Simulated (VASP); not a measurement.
Sr2Ni:

```xyz
6
Lattice="5.5311 0.0000 0.0000 0.0000 5.5311 0.0000 0.0000 0.0000 5.5311" Properties=species:S:1:pos:R:3 pbc="T T T"
Sr    1.3828    1.3828    1.3828
Sr    1.3828    4.1484    4.1484
Sr    4.1484    4.1484    1.3828
Sr    4.1484    1.3828    4.1484
Ni    0.0000    0.0000    0.0000
Ni    2.7656    2.7656    2.7656
```

```yaml
Program: VASP 6.6.1
Task: relaxation of cell and atoms
Functional: PBE
Potentials_or_basis: VASP PAW PBE potentials, release 64 (Sr_sv, Ni)
Cutoff: 600 eV
k_mesh: 4 × 4 × 4
Occupations: gaussian, width 0.1 eV
Spin: no spin polarisation
```

At the start: pressure 15.3 GPa; volume 28.20 Å³/atom.

Question: How do energy, volume and symmetry change on relaxing?

Answer: Over 4 steps the energy falls by 509.4 meV/atom and the volume is 43.42 Å³/atom (+53.9 %); space group Pn-3m (No. 224, to 0.05 Å).

Step by step:
| step | energy change (eV) | largest force (eV/Å) | pressure (GPa) | volume (Å³) |
| --- | --- | --- | --- | --- |
| 1 | 0.0000 | 0.0000 | 15.27 | 169.22 |
| 2 | -2.9932 | 0.0000 | 1.25 | 243.95 |
| 3 | -3.0504 | 0.0000 | 0.36 | 255.41 |
| 4 | -3.0566 | 0.0000 | 0.03 | 260.51 |

Final structure:
```
Sr Ni
1.0
     6.38667    0.00000    0.00000
     0.00000    6.38667    0.00000
     0.00000    0.00000    6.38667
Sr Ni
4 2
Direct
  0.25000 0.25000 0.25000
  0.25000 0.75000 0.75000
  0.75000 0.75000 0.25000
  0.75000 0.25000 0.75000
  0.00000 0.00000 0.00000
  0.50000 0.50000 0.50000
```

Caveat: the volume moved by over 15 % at a fixed basis, so the end points are rough.
